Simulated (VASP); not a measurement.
Wanted: the native input for a VASP 6.6.1 run.

* Task: single point
* Functional: PBE
* Potentials or basis: VASP PAW PBE potentials, release 64 (In_d, As)
* Cutoff: 500 eV
* k mesh: 10 × 10 × 10
* Occupations: fermi-dirac, width 0.08 eV
* Spin: no spin polarisation
* Dipole correction: no
* Further INCAR settings: ALGO = Normal; EDIFF = 1e-06; NBANDS = 16

The structure of InAs lies in POSCAR:

```
InAs
1.0
    0.0000000000      2.9831301251      2.9831301251
    2.9831301251      0.0000000000      2.9831301251
    2.9831301251      2.9831301251      0.0000000000
In As
1 1
Direct
    0.0000000000      0.0000000000      0.0000000000
    0.7500000000      0.7500000000      0.7500000000
```

This cell differs from its parent crystal: volume scaled by 0.96.

These files were run (other wordings do the same):

INCAR

```
ALGO     = Normal         # electronic algorithm
EDIFF    = 1E-6           # SCF threshold, eV
ENCUT    = 500            # plane-wave cutoff, eV
GGA      = PE             # functional
GGA_COMPAT= F            
ISIF     = 2              # what is computed and relaxed
ISMEAR   = -1             # smearing method
LASPH    = T              # aspherical terms in the spheres
LCHARG   = F              # write CHGCAR
LREAL    = F              # projectors in reciprocal space
LWAVE    = F              # write WAVECAR
NBANDS   = 16             # bands
NELM     = 120            # most SCF steps
PREC     = Accurate       # precision mode
SIGMA    = 0.08           # smearing width, eV
```

KPOINTS

```
k-points
0
Gamma
  10 10 10
```

Potentials or basis: VASP PAW PBE potentials, release 64 (In_d, As).

Command:

```bash
$ cat potpaw_PBE.64/In_d/POTCAR potpaw_PBE.64/As/POTCAR > POTCAR
$ mpirun -np 1 vasp_std > vasp.out
```

Results of the run:

* Pressure: 6.9 GPa

It took 54 s on 1 thread of AMD EPYC 7R43 64-Core Processor (Zen 3), on a shared host, peak memory 0.16 GiB.
